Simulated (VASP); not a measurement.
# InAgTe2 (I-42d) in VASP: notebook

InAgTe2 is run at these levels: PBE; tasks: single point.

Everything below comes from runs of VASP 6.6.1. Logs are shortened: lines on timing, memory, paths and dates and some standing lists are left out, and cuts for length are marked.

**1. The cell of the first run**

The structure is tetragonal, space group I-42d (No. 122). Conventional cell: a = 6.431 Å, b = 6.431 Å, c = 12.752 Å, α = 90.00°, β = 90.00°, γ = 90.00°. Ag (site symmetry -4) has 4 Te at 2.76 Å within 3.6 Å. Within 3.6 Å of Te (site symmetry 2) lie 2 Ag at 2.76 Å and 2 In at 2.80 Å. Within 3.7 Å of In (site symmetry -4) lie 4 Te at 2.80 Å.

**2. Single point, PBE (32.97 Å³/atom)**

INCAR

```
SYSTEM = InAgTe2
  PREC = Accurate
  ENCUT = 500
  EDIFF = 1E-6
  ISMEAR = -1
  SIGMA = 0.02
  LREAL = .FALSE.
  LASPH = .TRUE.
  NELM = 120
  ALGO = Normal
  ISIF = 2
  LWAVE = .FALSE.
  LCHARG = .FALSE.
  GGA = PE
  NBANDS = 46
  GGA_COMPAT = .FALSE.
```

KPOINTS

```
regular mesh
0
G
  4 4 4
  0 0 0
```

POSCAR

```
InAgTe2
1.0
   -3.2156811026      3.2156811026      6.3760295083
    3.2156811026     -3.2156811026      6.3760295083
    3.2156811026      3.2156811026     -6.3760295083
Ag Te In
2 4 2
Direct
    0.0000000000      0.0000000000      0.0000000000
    0.7500000000      0.2500000000      0.5000000000
    0.3750000000      0.3693298450      0.4943298450
    0.1193298450      0.6250000000     -0.0056701550
    0.8750000000      0.8806701550      0.5056701550
    0.6306701550      0.1250000000      0.0056701550
    0.5000000000      0.5000000000      0.0000000000
    0.2500000000      0.7500000000      0.5000000000
```

Potentials or basis: VASP PAW PBE potentials, release 64 (Ag, Te, In_d).

On the command line:

```bash
cat potpaw_PBE.64/Ag/POTCAR potpaw_PBE.64/Te/POTCAR potpaw_PBE.64/In_d/POTCAR > POTCAR
mpirun -np 1 vasp_std > vasp.out
```

OUTCAR:

```text
SYSTEM = InAgTe2
   PREC = Accurate
   ENCUT = 500
   EDIFF = 1E-6
   ISMEAR = -1
   LREAL = .FALSE.
   LASPH = .TRUE.
   NELM = 120
   ISIF = 2
   GGA = PE

 ion  position               nearest neighbor table
   1  0.000  0.000  0.000-   3 2.76   4 2.76   5 2.76   6 2.76
   2  0.750  0.250  0.500-   3 2.76   4 2.76   5 2.76   6 2.76
   3  0.375  0.369  0.494-   1 2.76   2 2.76   7 2.80   8 2.80
   4  0.119  0.625  0.994-   1 2.76   2 2.76   8 2.80   7 2.80
   5  0.875  0.881  0.506-   1 2.76   2 2.76   8 2.80   7 2.80
   6  0.631  0.125  0.006-   1 2.76   2 2.76   7 2.80   8 2.80
   7  0.500  0.500  0.000-   5 2.80   6 2.80   4 2.80   3 2.80
   8  0.250  0.750  0.500-   6 2.80   5 2.80   3 2.80   4 2.80

  LATTYP: Found a body centered tetragonal cell.
 ALAT       =     6.4313622052
 C/A-ratio  =     1.9827928532

  Lattice vectors:

 A1 = (  -3.2156811026,   3.2156811026,   6.3760295083)
 A2 = (   3.2156811026,  -3.2156811026,   6.3760295083)
 A3 = (   3.2156811026,   3.2156811026,  -6.3760295083)

Analysis of symmetry for initial positions (statically):
=====================================================================
 Subroutine PRICEL returns:
 Original cell was already a primitive cell.

 Routine SETGRP: Setting up the symmetry group for a
 body centered tetragonal supercell.

 Subroutine GETGRP returns: Found  8 space group operations
 (whereof  4 operations were pure point group operations)
 out of a pool of 16 trial point group operations.

The static configuration has the point symmetry S_4 .
 The point group associated with its full space group is D_2d.

Analysis of symmetry for dynamics (positions and initial velocities):
=====================================================================
 Subroutine PRICEL returns:
 Original cell was already a primitive cell.

 Routine SETGRP: Setting up the symmetry group for a
 body centered tetragonal supercell.

 Subroutine GETGRP returns: Found  8 space group operations
 (whereof  4 operations were pure point group operations)
 out of a pool of 16 trial point group operations.

The dynamic configuration has the point symmetry S_4 .
 The point group associated with its full space group is D_2d.

 Subroutine INISYM returns: Found  8 space group operations
 (whereof  4 operations are pure point group operations),
 and found     1 'primitive' translations

----------------------------------------------------------------------------------------

                                     Primitive cell

  volume of cell :     263.7280

  direct lattice vectors                    reciprocal lattice vectors
    -3.215681103  3.215681103  6.376029508     0.000000000  0.155488055  0.078418709
     3.215681103 -3.215681103  6.376029508     0.155488055  0.000000000  0.078418709
     3.215681103  3.215681103 -6.376029508     0.155488055  0.155488055  0.000000000

  length of vectors
     7.831664076  7.831664076  7.831664076     0.174143702  0.174143702  0.219893316

  position of ions in fractional coordinates (direct lattice)
     0.000000000  0.000000000  0.000000000
     0.750000000  0.250000000  0.500000000
     0.375000000  0.369329845  0.494329845
     0.119329845  0.625000000  0.994329845
     0.875000000  0.880670155  0.505670155
     0.630670155  0.125000000  0.005670155
     0.500000000  0.500000000  0.000000000
     0.250000000  0.750000000  0.500000000

  ion indices of the primitive-cell ions
   primitive index   ion index
                 1           1
                 2           2
                 3           3
                 4           4
                 5           5
                 6           6
                 7           7
                 8           8

----------------------------------------------------------------------------------------

 KPOINTS: regular mesh

Automatic generation of k-mesh.
 Grid dimensions read from file:
 generate k-points for:    4    4    4

 Generating k-lattice:

  Cartesian coordinates                     Fractional coordinates (reciprocal lattice)
     0.000000000  0.038872014  0.019604677     0.250000000  0.000000000 -0.000000000
     0.038872014  0.000000000  0.019604677     0.000000000  0.250000000 -0.000000000
     0.038872014  0.038872014  0.000000000     0.000000000  0.000000000  0.250000000

  Length of vectors
     0.043535926  0.043535926  0.054973329

  Shift w.r.t. Gamma in fractional coordinates (k-lattice)
     0.000000000  0.000000000  0.000000000

 Subroutine IBZKPT returns following result:
 ===========================================

 Found     13 irreducible k-points:

 Following reciprocal coordinates:
            Coordinates               Weight
  0.000000  0.000000  0.000000      1.000000
  0.250000  0.000000  0.000000      8.000000
  0.500000  0.000000  0.000000      4.000000
  0.250000  0.250000  0.000000      8.000000
  0.500000  0.250000  0.000000     16.000000
 -0.250000  0.250000  0.000000      4.000000
  0.500000  0.500000  0.000000      2.000000
  0.250000  0.250000  0.250000      2.000000
 -0.250000  0.250000  0.250000      4.000000
  0.500000  0.500000  0.250000      4.000000
 -0.250000  0.500000  0.250000      8.000000
 -0.250000 -0.250000  0.250000      2.000000
  0.500000  0.500000  0.500000      1.000000
   k-points           NKPTS =     13   k-points in BZ     NKDIM =     13   number of bands    NBANDS=     46
   number of dos      NEDOS =    301   number of ions     NIONS =      8
   total plane-waves  NPLWV = 216000
   dimension x,y,z NGX =    60 NGY =   60 NGZ =   60
   dimension x,y,z NGXF=   120 NGYF=  120 NGZF=  120
   ions per type =               2   4   2
   NGX,Y,Z   is equivalent  to a cutoff of  12.74, 12.74, 12.74 a.u.
   NGXF,Y,Z  is equivalent  to a cutoff of  25.47, 25.47, 25.47 a.u.
 SYSTEM =  InAgTe2
   PREC   = accura    normal or accurate (medium, high low for compatibility)
   ISTART =      0    job   : 0-new  1-cont  2-samecut
   ICHARG =      2    charge: 1-file 2-atom 10-const
   ISPIN  =      1    spin polarized calculation?
   LNONCOLLINEAR =      F non collinear calculations
   LSORBIT =      F    spin-orbit coupling
   LASPH  =      T    aspherical Exc in radial PAW
   ENCUT  =  500.0 eV  36.75 Ry    6.06 a.u.  14.28 14.28 14.28*2*pi/ulx,y,z
   NELM   =    120;   NELMIN=  2; NELMDL= -5     # of ELM steps
   EDIFF  = 0.1E-05   stopping-criterion for ELM
   LREAL  =      F    real-space projection
   EDIFFG = 0.1E-04   stopping-criterion for IOM
   NSW    =      0    number of steps for IOM
   IBRION =     -1    ionic relax: 0-MD 1-quasi-New 2-CG
   NFREE  =      0    steps in history (QN), initial steepest desc. (CG)
   ISIF   =      2    stress and relaxation
   ISYM   =      2    0-nonsym 1-usesym 2-fastsym
   POTIM  = 0.5000    time-step for ionic-motion
   TEBEG  =    0.0;   TEEND  =   0.0 temperature during run
   PSTRESS=    0.0 pullay stress
   NELECT =      72.0000    total number of electrons
   NUPDOWN=      -1.0000    fix difference up-down
   EMIN   =  10.00;   EMAX   =-10.00  energy-range for DOS
   EFERMI =   0.00;   METHOD = LEGACY
   ISMEAR =    -1;   SIGMA  =   0.02  broadening in eV -4-tet -1-fermi 0-gaus
   EFERMI_NEDOS =   21; number of points for ismear=-14 and -15
   IALGO  =     38    algorithm
   IMIX   =      4    mixing-type and parameters
     AMIX     =   0.40;   BMIX     =  1.00
     AMIX_MAG =   1.60;   BMIX_MAG =  1.00
  volume/ion in A,a.u.               =      32.97       222.47
  Fermi-wavevector in a.u.,A,eV,Ry     =   1.062022  2.006931 15.345890  1.127891
  Thomas-Fermi vector in A             =   2.197459
   LORBIT       =      0    0 simple, 1 ext, 2 COOP (PROOUT), +10 PAW based schemes
   GGA     = PE    functional components
   LHFCALC =     F    Hartree Fock is set to
   AEXX    =    0.0000 exact exchange contribution
   IVDW    =     0    specifies the selected vdW correction
   LEPSILON=     F    determine dielectric tensor
   LRPA    =     F    only Hartree local field effects (RPA)
 non-spin polarized calculation
  energy-cutoff  :      500.00
  volume of cell :      263.73
 maximum number of plane-waves:      6708
 NGX is ok and might be reduce to    60
   NGX = 29   NGY = 29   NGZ = 29

 number of electron      72.0000005 magnetization

 Free energy of the ion-electron system (eV)
  ---------------------------------------------------
  ext. energy  EPLUGINS =         0.00000000
  ---------------------------------------------------
  free energy    TOTEN  =       -25.32436195 eV

  energy without entropy =      -25.32431714  energy(sigma->0) =      -25.32433954

 E-fermi :   4.7619     XC(G=0):  -8.7516

 val. band max:        4.6576026656   @ k =   0.0000   0.0000   0.0000
 cond. band min:       4.8651317696   @ k =   0.0000   0.0000   0.0000
 fundamental gap:      0.2075291040
 Fermi energy:         4.7619109589

 k-point     1 :       0.0000    0.0000    0.0000
  band No.  band energies     occupation
      1     -10.1917      2.00000
      2     -10.1877      2.00000
      3     -10.1877      2.00000
      4     -10.1190      2.00000
      5     -10.1033      2.00000
      6     -10.1033      2.00000
[... 38 lines left out ...]
     45       9.0407      0.00000
     46       9.0407      0.00000

 k-point     2 :       0.2500    0.0000    0.0000
  band No.  band energies     occupation
      1     -10.1921      2.00000
      2     -10.1889      2.00000
      3     -10.1817      2.00000
      4     -10.1218      2.00000
      5     -10.1105      2.00000
      6     -10.1015      2.00000
[... 38 lines left out ...]
     45       9.0940      0.00000
     46       9.5163      0.00000

 k-point     3 :       0.5000    0.0000    0.0000
  band No.  band energies     occupation
      1     -10.1923      2.00000
      2     -10.1909      2.00000
      3     -10.1726      2.00000
      4     -10.1287      2.00000
      5     -10.1154      2.00000
      6     -10.1000      2.00000
[... 479 lines left out ...]
     45       9.2466      0.00000
     46       9.2466      0.00000

 k-point    13 :       0.5000    0.5000    0.5000
  band No.  band energies     occupation
      1     -10.1929      2.00000
      2     -10.1929      2.00000
      3     -10.1572      2.00000
      4     -10.1572      2.00000
      5     -10.0969      2.00000
      6     -10.0969      2.00000
[... 38 lines left out ...]
     45      10.3458      0.00000
     46      10.3458      0.00000

------------------------ aborting loop because EDIFF is reached ----------------------------------------

  FORCE on cell =-STRESS in cart. coord.  units (eV):
  Direction    XX          YY          ZZ          XY          YZ          ZX
  --------------------------------------------------------------------------------------
  -------------------------------------------------------------------------------------
  Total        4.3849183      4.3849183      4.2594475      0.0000000      0.0000000      0.0000000
  in kB       26.6388722     26.6388722     25.8766227      0.0000000      0.0000000      0.0000000
  external PRESSURE =      26.3847891 kB  Pullay stress =       0.0000000 kB

 VOLUME and BASIS-vectors are now :
 -----------------------------------------------------------------------------
  energy-cutoff  :      500.00
  volume of cell :      263.73
      direct lattice vectors                 reciprocal lattice vectors
    -3.215681103  3.215681103  6.376029508     0.000000000  0.155488055  0.078418709
     3.215681103 -3.215681103  6.376029508     0.155488055  0.000000000  0.078418709
     3.215681103  3.215681103 -6.376029508     0.155488055  0.155488055  0.000000000

 POSITION                                       TOTAL-FORCE (eV/Angst)
 -----------------------------------------------------------------------------------
      0.00000      0.00000      0.00000        -0.000000     -0.000000      0.000000
     -0.00000      3.21568      3.18801        -0.000000     -0.000000      0.000000
      1.57137      1.60784      1.59401        -0.084806     -0.000000     -0.000000
      4.82352      1.57137     -1.59401        -0.000000     -0.084806     -0.000000
      1.64431      1.60784      7.97004         0.084806     -0.000000      0.000000
     -1.60784      1.64431      4.78202        -0.000000      0.084806      0.000000
      0.00000      0.00000      6.37603        -0.000000     -0.000000     -0.000000
      3.21568     -0.00000      3.18801        -0.000000     -0.000000     -0.000000
 -----------------------------------------------------------------------------------
    total drift:                               -0.000001     -0.000001     -0.000001

  FREE ENERGIE OF THE ION-ELECTRON SYSTEM (eV)
  ---------------------------------------------------
  free  energy   TOTEN  =       -25.3243619493 eV

  energy  without entropy=      -25.3243171407  energy(sigma->0) =      -25.32433954
```

Wall time 2.2 min (1 thread of Intel Xeon 6975P-C (Granite Rapids), shared host); peak memory 0.52 GiB.

What came out:

```
Free energy            : -25.3244 eV
Pressure               : 2.6 GPa
Largest force          : 0.085 eV/Å
Band gap on the k mesh : 0.21 eV
```

Forces on the atoms (eV/Å):
```
Ag   0.000  0.000  0.000
Ag   0.000  0.000  0.000
Te  -0.085  0.000  0.000
Te   0.000 -0.085  0.000
Te   0.085  0.000  0.000
Te   0.000  0.085  0.000
In   0.000  0.000  0.000
In   0.000  0.000  0.000
```

Stress tensor (GPa, compression positive):
```
2.66 0.00 0.00
0.00 2.66 0.00
0.00 0.00 2.59
```

Levels at points of the mesh, in eV from the valence-band top:
```tsv
k point	band 32	band 33	band 34	band 35	band 36	band 37	band 38	band 39	band 40	band 41
(0.00, 0.00, 0.00)	-1.99	-1.99	-0.07	-0.07	0.00	0.21	1.95	2.05	3.47	3.47
(0.50, 0.00, 0.00)	-1.88	-1.66	-1.32	-1.25	-0.64	1.83	2.18	2.93	3.57	3.75
(0.50, 0.50, 0.00)	-1.40	-0.93	-0.93	-0.55	-0.55	0.98	0.98	2.92	2.92	4.18
(0.50, 0.50, 0.50)	-1.87	-1.32	-1.32	-1.01	-1.01	1.58	1.58	2.04	2.04	2.74
```

Caveat: semilocal functionals underestimate gaps, and a narrow one can read as zero; spin-orbit coupling is left out, which moves the levels of the heavy elements.

**3. Single point, PBE (34.02 Å³/atom)**

This run uses another cell than the first one, of 34.02 Å³/atom.

INCAR

```
PREC = Accurate
ENCUT = 500
EDIFF = 1E-6
ISMEAR = -1
SIGMA = 0.02
LREAL = F
LASPH = T
NELM = 120
ALGO = Normal
ISIF = 2
LWAVE = F
LCHARG = F
GGA = PE
NBANDS = 46
GGA_COMPAT = F
```

KPOINTS

```
regular mesh
0
Gamma
  4 4 4
```

POSCAR: that of step 2 with these lines changed.

```diff
@@ -2,5 +2,5 @@
 1.0
-   -3.2156811026      3.2156811026      6.3760295083
-    3.2156811026     -3.2156811026      6.3760295083
-    3.2156811026      3.2156811026     -6.3760295083
+   -3.2495328650      3.2495328650      6.4431505409
+    3.2495328650     -3.2495328650      6.4431505409
+    3.2495328650      3.2495328650     -6.4431505409
 Ag Te In
```

Potentials or basis: VASP PAW PBE potentials, release 64 (Ag, Te, In_d).

On the command line:

```bash
cat potpaw_PBE.64/Ag/POTCAR potpaw_PBE.64/Te/POTCAR potpaw_PBE.64/In_d/POTCAR > POTCAR
mpirun -np 1 vasp_std > vasp.out
```

Wall time 2.2 min (1 thread of Intel Xeon 6975P-C (Granite Rapids), shared host); peak memory 0.53 GiB.

It converged, with:

* Free energy: -25.4242 eV
* Pressure: 1.2 GPa
* Largest force: 0.039 eV/Å
* Band gap on the k mesh: 0.13 eV

Forces on the atoms (eV/Å):
```
Ag   0.000  0.000  0.000
Ag   0.000  0.000  0.000
Te  -0.039  0.000  0.000
Te   0.000 -0.039  0.000
Te   0.039  0.000  0.000
Te   0.000  0.039  0.000
In   0.000  0.000  0.000
In   0.000  0.000  0.000
```

Levels at points of the mesh, in eV from the valence-band top:
```
           k point  band 34  band 35  band 36  band 37  band 38  band 39
(0.00, 0.00, 0.00)    -0.07    -0.07     0.00     0.13     1.92     2.12
(0.50, 0.00, 0.00)    -1.25    -1.19    -0.60     1.75     2.10     2.94
(0.50, 0.50, 0.00)    -0.89    -0.52    -0.52     0.94     0.94     2.90
(0.50, 0.50, 0.50)    -1.26    -0.94    -0.94     1.55     1.55     2.10
```

Caveat: semilocal functionals underestimate gaps, and a narrow one can read as zero; spin-orbit coupling is left out, which moves the levels of the heavy elements.

**4. Single point, PBE**

This run uses another cell than the first one, of 35.07 Å³/atom.

INCAR

```
SYSTEM = InAgTe2
PREC = Accurate
ENCUT = 500
EDIFF = 1E-6
ISMEAR = -1
SIGMA = 0.02
LREAL = .False.
LASPH = .True.
NELM = 120
ALGO = Normal
ISIF = 2
LWAVE = .False.
LCHARG = .True.
GGA = PE
LELF = .True.
LVHAR = .True.
NBANDS = 46
GGA_COMPAT = .False.
```

KPOINTS

```
regular mesh
0
Gamma
  4 4 4
  0 0 0
```

POSCAR: that of step 3 with these lines changed.

```diff
@@ -2,5 +2,5 @@
 1.0
-   -3.2495328650      3.2495328650      6.4431505409
-    3.2495328650     -3.2495328650      6.4431505409
-    3.2495328650      3.2495328650     -6.4431505409
+   -3.2826936540      3.2826936540      6.5089015163
+    3.2826936540     -3.2826936540      6.5089015163
+    3.2826936540      3.2826936540     -6.5089015163
 Ag Te In
```

On the command line:

```bash
cat potpaw_PBE.64/Ag/POTCAR potpaw_PBE.64/Te/POTCAR potpaw_PBE.64/In_d/POTCAR > POTCAR
mpirun -np 1 vasp_std > vasp.out
```

Run time: 2.1 min. Hardware: 1 thread of Intel Xeon 6975P-C (Granite Rapids), shared host; peak memory 0.54 GiB.

Results (log left out):

```
Free energy            : -25.4539 eV
Pressure               : 0.0 GPa
Band gap on the k mesh : 0.05 eV
```

Levels at points of the mesh, in eV from the valence-band top:
| k point | band 32 | band 33 | band 34 | band 35 | band 36 | band 37 | band 38 | band 39 | band 40 | band 41 |
| --- | --- | --- | --- | --- | --- | --- | --- | --- | --- | --- |
| (0.00, 0.00, 0.00) | -1.79 | -1.79 | -0.07 | -0.07 | 0.00 | 0.05 | 1.89 | 2.18 | 3.48 | 3.48 |
| (0.50, 0.00, 0.00) | -1.74 | -1.52 | -1.18 | -1.12 | -0.56 | 1.67 | 2.02 | 2.95 | 3.51 | 3.74 |
| (0.50, 0.50, 0.00) | -1.28 | -0.85 | -0.85 | -0.49 | -0.49 | 0.90 | 0.90 | 2.87 | 2.87 | 4.15 |
| (0.50, 0.50, 0.50) | -1.74 | -1.20 | -1.20 | -0.89 | -0.89 | 1.51 | 1.51 | 2.16 | 2.16 | 2.81 |

Caveat: semilocal functionals underestimate gaps, and a narrow one can read as zero; spin-orbit coupling is left out, which moves the levels of the heavy elements.

(Part 1 of 2 ends here.)
